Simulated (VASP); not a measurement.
TiAl: single point with PBE

TiAl:

```
CELL_PARAMETERS angstrom
3.17906 0.00000 0.00000
0.00000 3.17906 0.00000
0.00000 0.00000 3.17906
ATOMIC_POSITIONS crystal
Ti 0.00000 0.00000 0.00000
Al 0.50000 0.50000 0.50000
```

* Program: VASP 6.6.1
* Task: single point
* Functional: PBE
* Potentials or basis: VASP PAW PBE potentials, release 64 (Ti_sv, Al)
* Cutoff: 520 eV
* k mesh: 8 × 8 × 8
* Occupations: gaussian, width 0.025 eV
* Spin: no spin polarisation

The pressure is 0.7 GPa.

Levels at points of the mesh, in eV from the Fermi level:
```
           k point  band 3  band 4  band 5  band 6  band 7  band 8  band 9  band 10  band 11  band 12
(0.00, 0.00, 0.00)  -33.09  -33.09   -9.28   -1.43   -1.43    1.82    1.82     1.82     4.41     4.41
(0.50, 0.00, 0.00)  -33.07  -33.07   -6.04   -5.19   -0.54    0.16    0.16     2.02     2.99     6.51
(0.50, 0.50, 0.00)  -33.23  -33.06   -5.01   -2.11   -2.11   -1.46    0.72     0.72     2.74     4.70
(0.50, 0.50, 0.50)  -33.21  -33.21   -3.09   -3.09   -3.09    0.62    2.80     2.80     2.92     2.92
```

Run time: 4.8 s on 1 thread of Intel(R) Xeon(R) 6975P-C (Granite Rapids), on a shared host, peak memory 0.14 GiB.
